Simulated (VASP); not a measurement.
# Au (Fm-3m) in VASP: a series of runs

Au is run at these levels: PBE; tasks: single point.

Everything below comes from runs of VASP 6.6.1. Logs are shortened: lines on timing, memory, paths and dates and some standing lists are left out, and cuts for length are marked.

## (1) The cell of the first run

It takes space group Fm-3m (No. 225, cubic). Conventional cell: a = 3.343 Å, b = 3.343 Å, c = 3.343 Å, α = 90.00°, β = 90.00°, γ = 90.00°. Au (site symmetry m-3m) has 12 Au at 2.36 Å within 3.1 Å.

## (2) Single point, PBE (volume scaled by 0.52)

Input file INCAR:

```
PREC = Accurate
ENCUT = 520
EDIFF = 1E-6
ISMEAR = -1
SIGMA = 0.1
LREAL = False
LASPH = True
NELM = 100
ALGO = Normal
ISIF = 2
LWAVE = False
LCHARG = False
GGA = PE
NBANDS = 12
```

Input file KPOINTS:

```
Automatic mesh
0
Gamma
  17 17 17
```

Input file POSCAR:

```
Au
1.0
    0.0000000000      1.6716053446      1.6716053446
    1.6716053446      0.0000000000      1.6716053446
    1.6716053446      1.6716053446      0.0000000000
Au
1
Direct
    0.0000000000      0.0000000000      0.0000000000
```

Potentials or basis: VASP PAW PBE potentials, release 64 (Au).

The run is started by

```sh
cat potpaw_PBE.64/Au/POTCAR > POTCAR
mpirun -np 1 vasp_std > vasp.out
```

OUTCAR:

```text
PREC = Accurate
   ENCUT = 520
   EDIFF = 1E-6
   ISMEAR = -1
   LREAL = False
   LASPH = True
   NELM = 100
   ISIF = 2
   GGA = PE

 ion  position               nearest neighbor table
   1  0.000  0.000  0.000-

  LATTYP: Found a face centered cubic cell.
 ALAT       =     3.3432106892

  Lattice vectors:

 A1 = (   0.0000000000,   1.6716053446,   1.6716053446)
 A2 = (   1.6716053446,   0.0000000000,   1.6716053446)
 A3 = (   1.6716053446,   1.6716053446,   0.0000000000)

Analysis of symmetry for initial positions (statically):
=====================================================================
 Subroutine PRICEL returns:
 Original cell was already a primitive cell.

 Routine SETGRP: Setting up the symmetry group for a
 face centered cubic supercell.

 Subroutine GETGRP returns: Found 48 space group operations
 (whereof 48 operations were pure point group operations)
 out of a pool of 48 trial point group operations.

The static configuration has the point symmetry O_h .

Analysis of symmetry for dynamics (positions and initial velocities):
=====================================================================
 Subroutine PRICEL returns:
 Original cell was already a primitive cell.

 Routine SETGRP: Setting up the symmetry group for a
 face centered cubic supercell.

 Subroutine GETGRP returns: Found 48 space group operations
 (whereof 48 operations were pure point group operations)
 out of a pool of 48 trial point group operations.

The dynamic configuration has the point symmetry O_h .

 Subroutine INISYM returns: Found 48 space group operations
 (whereof 48 operations are pure point group operations),
 and found     1 'primitive' translations

----------------------------------------------------------------------------------------

                                     Primitive cell

  volume of cell :       9.3418

  direct lattice vectors                    reciprocal lattice vectors
     0.000000000  1.671605345  1.671605345    -0.299113664  0.299113664  0.299113664
     1.671605345  0.000000000  1.671605345     0.299113664 -0.299113664  0.299113664
     1.671605345  1.671605345  0.000000000     0.299113664  0.299113664 -0.299113664

  length of vectors
     2.364006949  2.364006949  2.364006949     0.518080064  0.518080064  0.518080064

  position of ions in fractional coordinates (direct lattice)
     0.000000000  0.000000000  0.000000000

  ion indices of the primitive-cell ions
   primitive index   ion index
                 1           1

----------------------------------------------------------------------------------------

 KPOINTS: Automatic mesh

Automatic generation of k-mesh.
 Grid dimensions read from file:
 generate k-points for:   17   17   17

 Generating k-lattice:

  Cartesian coordinates                     Fractional coordinates (reciprocal lattice)
    -0.017594921  0.017594921  0.017594921     0.058823529  0.000000000  0.000000000
     0.017594921 -0.017594921  0.017594921     0.000000000  0.058823529  0.000000000
     0.017594921  0.017594921 -0.017594921     0.000000000  0.000000000  0.058823529

  Length of vectors
     0.030475298  0.030475298  0.030475298

  Shift w.r.t. Gamma in fractional coordinates (k-lattice)
     0.000000000  0.000000000  0.000000000

 Subroutine IBZKPT returns following result:
 ===========================================

 Found    165 irreducible k-points:

 Following reciprocal coordinates:
            Coordinates               Weight
  0.000000  0.000000  0.000000      1.000000
  0.058824  0.000000  0.000000      8.000000
  0.117647  0.000000  0.000000      8.000000
  0.176471  0.000000  0.000000      8.000000
  0.235294  0.000000  0.000000      8.000000
  0.294118  0.000000  0.000000      8.000000
[... 16 lines left out ...]
 -0.176471  0.058824  0.000000     24.000000
 -0.117647  0.058824  0.000000     24.000000
 [... further k-points ...]
   k-points           NKPTS =    165   k-points in BZ     NKDIM =    165   number of bands    NBANDS=     12
   number of dos      NEDOS =    301   number of ions     NIONS =      1
   total plane-waves  NPLWV =   5832
   dimension x,y,z NGX =    18 NGY =   18 NGZ =   18
   dimension x,y,z NGXF=    36 NGYF=   36 NGZF=   36
   ions per type =               1
   NGX,Y,Z   is equivalent  to a cutoff of  12.66, 12.66, 12.66 a.u.
   NGXF,Y,Z  is equivalent  to a cutoff of  25.32, 25.32, 25.32 a.u.
 SYSTEM =  unknown system
   PREC   = accura    normal or accurate (medium, high low for compatibility)
   ISTART =      0    job   : 0-new  1-cont  2-samecut
   ICHARG =      2    charge: 1-file 2-atom 10-const
   ISPIN  =      1    spin polarized calculation?
   LNONCOLLINEAR =      F non collinear calculations
   LSORBIT =      F    spin-orbit coupling
   LASPH  =      T    aspherical Exc in radial PAW
   ENCUT  =  520.0 eV  38.22 Ry    6.18 a.u.   4.40  4.40  4.40*2*pi/ulx,y,z
   NELM   =    100;   NELMIN=  2; NELMDL= -5     # of ELM steps
   EDIFF  = 0.1E-05   stopping-criterion for ELM
   LREAL  =      F    real-space projection
[... 7 lines left out ...]
   TEBEG  =    0.0;   TEEND  =   0.0 temperature during run
   PSTRESS=    0.0 pullay stress
   NELECT =      11.0000    total number of electrons
   NUPDOWN=      -1.0000    fix difference up-down
   EMIN   =  10.00;   EMAX   =-10.00  energy-range for DOS
   EFERMI =   0.00;   METHOD = LEGACY
   ISMEAR =    -1;   SIGMA  =   0.10  broadening in eV -4-tet -1-fermi 0-gaus
   EFERMI_NEDOS =   21; number of points for ismear=-14 and -15
   IALGO  =     38    algorithm
   IMIX   =      4    mixing-type and parameters
     AMIX     =   0.40;   BMIX     =  1.00
     AMIX_MAG =   1.60;   BMIX_MAG =  1.00
  volume/ion in A,a.u.               =       9.34        63.04
  Fermi-wavevector in a.u.,A,eV,Ry     =   1.728736  3.266837 40.661388  2.988528
  Thomas-Fermi vector in A             =   2.803614
   LORBIT       =      0    0 simple, 1 ext, 2 COOP (PROOUT), +10 PAW based schemes
   GGA     = PE    functional components
   LHFCALC =     F    Hartree Fock is set to
   AEXX    =    0.0000 exact exchange contribution
   IVDW    =     0    specifies the selected vdW correction
   LEPSILON=     F    determine dielectric tensor
   LRPA    =     F    only Hartree local field effects (RPA)
 non-spin polarized calculation
  energy-cutoff  :      520.00
  volume of cell :        9.34
 maximum number of plane-waves:       265
 NGX is ok and might be reduce to    18
   NGX =  9   NGY =  9   NGZ =  9

 number of electron      11.0000000 magnetization

 Free energy of the ion-electron system (eV)
  ---------------------------------------------------
  ext. energy  EPLUGINS =         0.00000000
  ---------------------------------------------------
  free energy    TOTEN  =         4.49104666 eV

  energy without entropy =        4.49641908  energy(sigma->0) =        4.49373287

 E-fermi :  24.2049     XC(G=0): -16.5725

 val. band max:       24.1557862930   @ k =  -0.4118   0.1176   0.0000
 cond. band min:      24.3330445793   @ k =  -0.4706   0.1176   0.0000
 fundamental gap:      0.1772582863
 Fermi energy:        24.2049106272

 k-point     1 :       0.0000    0.0000    0.0000
  band No.  band energies     occupation
      1       5.4707      2.00000
      2      13.7531      2.00000
      3      13.7531      2.00000
      4      13.7531      2.00000
      5      17.9322      2.00000
      6      17.9322      2.00000
      7      34.6407      0.00000
      8      42.5072      0.00000
      9      42.5072      0.00000
     10      42.5072      0.00000
     11      49.8399      0.00000
     12      58.6256      0.00000

 k-point     2 :       0.0588    0.0000    0.0000
  band No.  band energies     occupation
      1       5.6973      2.00000
      2      13.6239      2.00000
      3      13.8547      2.00000
      4      13.8547      2.00000
      5      17.8528      2.00000
      6      17.8528      2.00000
      7      35.0617      0.00000
      8      41.6197      0.00000
      9      42.9114      0.00000
     10      42.9114      0.00000
     11      51.0433      0.00000
     12      58.5823      0.00000

 k-point     3 :       0.1176    0.0000    0.0000
  band No.  band energies     occupation
      1       6.3359      2.00000
      2      13.3180      2.00000
      3      14.1150      2.00000
      4      14.1150      2.00000
      5      17.6842      2.00000
      6      17.6842      2.00000
      7      36.1909      0.00000
      8      39.9302      0.00000
      9      44.0865      0.00000
     10      44.0865      0.00000
     11      53.5750      0.00000
     12      58.3274      0.00000
[... 286 lines left out ...]
 k-point    23 :      -0.1765    0.0588    0.0000
  band No.  band energies     occupation
      1       7.7327      2.00000
      2      12.8431      2.00000
      3      14.5224      2.00000
      4      14.5589      2.00000
      5      17.0687      2.00000
      6      18.3461      2.00000
      7      37.1632      0.00000
      8      39.4233      0.00000
      9      45.5665      0.00000
     10      47.7268      0.00000
     11      52.2761      0.00000
     12      56.3346      0.00000

 k-point    24 :      -0.1176    0.0588    0.0000
  band No.  band energies     occupation
      1       6.8069      2.00000
      2      13.0352      2.00000
      3      14.2891      2.00000
      4      14.3773      2.00000
      5      17.1837      2.00000
      6      18.0282      2.00000
      7      36.9987      0.00000
      8      39.4112      0.00000
      9      43.9002      0.00000
     10      45.5115      0.00000
     11      54.7248      0.00000
     12      57.5016      0.00000

 [... further k-points ...]
[... 5 lines left out ...]
  --------------------------------------------------------------------------------------
  -------------------------------------------------------------------------------------
  Total       33.1405933     33.1405933     33.1405933      0.0000000      0.0000000     -0.0000000
  in kB     5683.8108035   5683.8108035   5683.8108035      0.0000000      0.0000000     -0.0000000
  external PRESSURE =    5683.8108035 kB  Pullay stress =       0.0000000 kB

 VOLUME and BASIS-vectors are now :
 -----------------------------------------------------------------------------
  energy-cutoff  :      520.00
  volume of cell :        9.34
      direct lattice vectors                 reciprocal lattice vectors
     0.000000000  1.671605345  1.671605345    -0.299113664  0.299113664  0.299113664
     1.671605345  0.000000000  1.671605345     0.299113664 -0.299113664  0.299113664
     1.671605345  1.671605345  0.000000000     0.299113664  0.299113664 -0.299113664

 POSITION                                       TOTAL-FORCE (eV/Angst)
 -----------------------------------------------------------------------------------
      0.00000      0.00000      0.00000         0.000000      0.000000      0.000000
 -----------------------------------------------------------------------------------
    total drift:                               -0.000000     -0.000000      0.000000

  FREE ENERGIE OF THE ION-ELECTRON SYSTEM (eV)
  ---------------------------------------------------
  free  energy   TOTEN  =         4.4910466560 eV

  energy  without entropy=        4.4964190846  energy(sigma->0) =        4.49373287
```

Run time: 14 s. Hardware: 1 thread of Intel Xeon Platinum 8488C (Sapphire Rapids), shared host; peak memory 0.13 GiB.

What came out:

| Property | Result |
| --- | --- |
| Free energy | 4.4910 eV |
| Pressure | 568.4 GPa |

Caveat: spin-orbit coupling is left out, which moves the levels of the heavy elements.

## (3) Single point, PBE (volume scaled by 0.6)

Input file INCAR:

```
ALGO = Normal ; EDIFF = 1E-6
ENCUT = 520 ; GGA = PE
ISIF = 2 ; ISMEAR = -1
LASPH = True ; LCHARG = True
LELF = True ; LREAL = False
LVHAR = True ; LWAVE = False
NBANDS = 12 ; NELM = 60
PREC = Accurate ; SIGMA = 0.1
```

Input file KPOINTS:

```
k-points
0
Gamma
  17 17 17
```

Input file POSCAR:

```
Au
1.0
    0.0000000000      1.7532737070      1.7532737070
    1.7532737070      0.0000000000      1.7532737070
    1.7532737070      1.7532737070      0.0000000000
Au
1
Direct
    0.0000000000      0.0000000000      0.0000000000
```

Potentials or basis: VASP PAW PBE potentials, release 64 (Au).

The run is started by

```sh
cat potpaw_PBE.64/Au/POTCAR > POTCAR
mpirun -np 1 vasp_std > vasp.out
```

It took 12 s on 1 thread of Intel Xeon Platinum 8488C (Sapphire Rapids), shared host; peak memory 0.13 GiB.

The run converged. Its results:

| Item | Value |
| --- | --- |
| Free energy | 0.7098 eV |
| Pressure | 303.1 GPa |

Levels at points of the mesh, in eV from the Fermi level:
| k point | band 3 | band 4 | band 5 | band 6 | band 7 | band 8 | band 9 | band 10 |
| --- | --- | --- | --- | --- | --- | --- | --- | --- |
| (0.00, 0.00, 0.00) | -8.52 | -8.52 | -5.21 | -5.21 | 12.13 | 18.96 | 18.96 | 18.96 |

Caveat: spin-orbit coupling is left out, which moves the levels of the heavy elements.

## (4) Single point, PBE (volume scaled by 0.6)

Input file INCAR:

```
SYSTEM = Au
PREC = Accurate
ENCUT = 520
EDIFF = 1E-6
ISMEAR = -1
SIGMA = 0.1
LREAL = .False.
LASPH = .True.
NELM = 80
ALGO = Normal
ISIF = 2
LWAVE = .False.
LCHARG = .False.
GGA = PE
NBANDS = 12
```

Input file KPOINTS:

```
Automatic mesh
0
Gamma
  17 17 17
  0 0 0
```

POSCAR is that of step 3.

The run is started by

```sh
cat potpaw_PBE.64/Au/POTCAR > POTCAR
mpirun -np 1 vasp_std > vasp.out
```

Wall time 11 s (1 thread of Intel Xeon Platinum 8488C (Sapphire Rapids), shared host); peak memory 0.14 GiB.

Results (log left out):

```yaml
Free_energy: 0.7098 eV
Pressure: 303.1 GPa
```

Levels at points of the mesh, in eV from the Fermi level:
```csv
k point,band 3,band 4,band 5,band 6,band 7,band 8,band 9,band 10
"(0.00, 0.00, 0.00)",-8.52,-8.52,-5.21,-5.21,12.13,18.96,18.96,18.96
```

Caveat: spin-orbit coupling is left out, which moves the levels of the heavy elements.

## (5) Single point, PBE (volume scaled by 0.68)

Input file INCAR:

```
SYSTEM = Au
ALGO     = Normal         ! electronic algorithm
EDIFF    = 1E-6           ! SCF threshold, eV
ENCUT    = 520            ! plane-wave cutoff, eV
GGA      = PE             ! functional
ISIF     = 2              ! what is computed and relaxed
ISMEAR   = -1             ! smearing method
LASPH    = .True.         ! aspherical terms in the spheres
LCHARG   = .False.        ! write CHGCAR
LREAL    = .False.        ! projectors in reciprocal space
LWAVE    = .False.        ! write WAVECAR
NBANDS   = 12             ! bands
NELM     = 100            ! most SCF steps
PREC     = Accurate       ! precision mode
SIGMA    = 0.1            ! smearing width, eV
```

Input file KPOINTS:

```
k-points
0
Gamma
  17 17 17
  0 0 0
```

Input file POSCAR:

```
Au
1.0
    0.0000000000      1.8279694812      1.8279694812
    1.8279694812      0.0000000000      1.8279694812
    1.8279694812      1.8279694812      0.0000000000
Au
1
Direct
    0.0000000000      0.0000000000      0.0000000000
```

The run is started by

```sh
cat potpaw_PBE.64/Au/POTCAR > POTCAR
mpirun -np 1 vasp_std > vasp.out
```

Run time: 13 s. Hardware: 1 thread of Intel Xeon Platinum 8488C (Sapphire Rapids), shared host; peak memory 0.14 GiB.

The run converged. Its results:

- Free energy: -1.3150 eV
- Pressure: 162.2 GPa

Levels at points of the mesh, in eV from the Fermi level:
```tsv
k point	band 4	band 5	band 6	band 7	band 8	band 9
(0.00, 0.00, 0.00)	-7.19	-4.50	-4.50	13.16	19.16	19.16
```

Caveat: spin-orbit coupling is left out, which moves the levels of the heavy elements.

## (6) Overview

```csv
cell,gap on the mesh (eV),pressure (GPa)
"a = 2.364 Å, angles 60.0°, 1 atom",none,568.4
"a = 2.480 Å, angles 60.0°, 1 atom",none,303.1
"a = 2.585 Å, angles 60.0°, 1 atom",none,162.2
```

Alike in all rows: task single point; level PBE; potentials or basis VASP PAW PBE potentials, release 64 (Au); no spin polarisation; k mesh 17 × 17 × 17; cutoff (eV) 520; smearing fermi-dirac 0.1 eV.

Caveats: spin-orbit coupling is left out, which moves the levels of the heavy elements.

Total energies depend on the potentials used, so only differences within one code and one set of settings carry meaning.
